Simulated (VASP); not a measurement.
Set up this calculation in VASP 6.6.1, as the native input.

```yaml
Task: single point
Functional: LDA
Potentials_or_basis: VASP PAW LDA potentials, release 64 (Li_sv, Al)
Cutoff: 520 eV
k_mesh: 6 × 6 × 5
Occupations: fermi-dirac, width 0.1 eV
Spin: no spin polarisation
Dipole_correction: no
Further_INCAR_settings: ALGO = Normal; EDIFF = 1e-06; NBANDS = 18
```

The structure of Li2Al lies in POSCAR:

```
Li2Al
1.0
    2.2922910000     -4.8332400000      0.0000000000
    2.2922910000      4.8332400000      0.0000000000
    0.0000000000      0.0000000000      4.4308970000
Li Al
4 2
Direct
    0.2413930000      0.7586070000      0.2500000000
    0.7586070000      0.2413930000      0.7500000000
    0.5898620000      0.4101380000      0.2500000000
    0.4101380000      0.5898620000      0.7500000000
    0.9250180000      0.0749820000      0.2500000000
    0.0749820000      0.9250180000      0.7500000000
```

The input as run:

INCAR

```
SYSTEM = Li2Al
  ALGO = Normal
  EDIFF = 1E-6
  ENCUT = 520
  GGA = CA
  ISIF = 2
  ISMEAR = -1
  LASPH = .TRUE.
  LCHARG = .FALSE.
  LREAL = .FALSE.
  LWAVE = .FALSE.
  NBANDS = 18
  NELM = 60
  PREC = Accurate
  SIGMA = 0.1
```

KPOINTS

```
k-points
0
G
  6 6 5
  0 0 0
```

Potentials or basis: VASP PAW LDA potentials, release 64 (Li_sv, Al).

Launch:

```console
$ cat potpaw_LDA.64/Li_sv/POTCAR potpaw_LDA.64/Al/POTCAR > POTCAR
$ mpirun -np 1 vasp_std > vasp.out
```

Results of the run:

```yaml
Largest_force: 0.134 eV/Å
Band_gap_on_the_k_mesh: zero (band 9 reaches 4.45 eV, above the bottom of band 10 at 2.03 eV)
```

Run time: 33 s on 1 thread of Intel(R) Xeon(R) 6975P-C (Granite Rapids), with other jobs on the host, peak memory 0.2 GiB.
